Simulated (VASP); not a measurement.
A run of VASP 6.6.1:

Contents of POSCAR:

```
In
1.0
    3.3354847820      0.0000000000      0.0000000000
   -1.6677423910      2.8886145552      0.0000000000
    0.0000000000      0.0000000000     23.2637143800
In
4
Direct
    0.6666666700      0.3333333400      0.3223904780
    0.3333333300      0.6666666600      0.4407968260
    0.6666666700      0.3333333400      0.5592031740
    0.3333333300      0.6666666600      0.6776095220
```

The input INCAR.step1:

```
ALGO = Normal
DIPOL = 0.5 0.5 0.500
EDIFF = 1E-6
ENCUT = 520
GGA = PE
IDIPOL = 3
ISIF = 2
ISMEAR = -1
LASPH = True
LCHARG = True
LDIPOL = True
LREAL = False
LWAVE = False
NBANDS = 34
NELM = 80
PREC = Accurate
SIGMA = 0.05
```

Contents of KPOINTS.step1:

```
k-points
0
Gamma
  9 9 1
```

INCAR.step2

```
ALGO = Normal
DIPOL = 0.5 0.5 0.500
EDIFF = 1E-6
ENCUT = 520
GGA = PE
ICHARG = 11
IDIPOL = 3
ISIF = 2
ISMEAR = -5
LASPH = True
LCHARG = False
LDIPOL = True
LORBIT = 11
LREAL = False
LWAVE = False
NEDOS = 2001
NELM = 80
PREC = Accurate
SIGMA = 0.05
```

The input KPOINTS.step2:

```
k-points
0
Gamma
  14 14 1
```

Potentials or basis: VASP PAW PBE potentials, release 64 (In_d).

Run with:

```console
$ cat potpaw_PBE.64/In_d/POTCAR > POTCAR
$ cp INCAR.step1 INCAR
$ cp KPOINTS.step1 KPOINTS
$ mpirun -np 1 vasp_std > vasp.out
$ cp INCAR.step2 INCAR
$ cp KPOINTS.step2 KPOINTS
$ mpirun -np 1 vasp_std > vasp.out
```

Hardware: 1 thread of Intel(R) Xeon(R) Platinum 8488C (Sapphire Rapids) (shared host).

How long does it take, and how much memory?

It took 4 min on 1 thread of Intel(R) Xeon(R) Platinum 8488C (Sapphire Rapids), with other jobs on the host, peak memory 0.39 GiB. Counts: k points 24.
